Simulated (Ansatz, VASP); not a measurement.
# Two plane-wave programs on Li2S

```
Li S
1.0
     0.00000    2.85966    2.85966
     2.85966    0.00000    2.85966
     2.85966    2.85966    0.00000
Li S
2 1
Direct
  0.25000 0.25000 0.25000
  0.75000 0.75000 0.75000
  0.00000 0.00000 0.00000
```

Alike in both runs: task single point; functional PBE; k mesh 10 × 10 × 10; occupations gaussian, width 0.05 eV; no spin polarisation.

|  | VASP | Ansatz |
| --- | --- | --- |
| version | VASP 6.6.1 | Ansatz 0.2.0 |
| potentials or method | VASP PAW PBE potentials, release 64 (Li_sv, S), cutoff 750 eV | scalar-relativistic, plane waves, PAW |
| valence electrons in the cell | 12 | 12 |

VASP gave:

```
gap on the k mesh at the Fermi level (eV) : 3.40
least direct gap on the mesh (eV)         : 4.21
pressure (GPa)                            : -0.4
```

Which values does Ansatz return?

gap on the k mesh at the Fermi level (eV): 3.40; least direct gap on the mesh (eV): 4.21; pressure (GPa): -0.3.
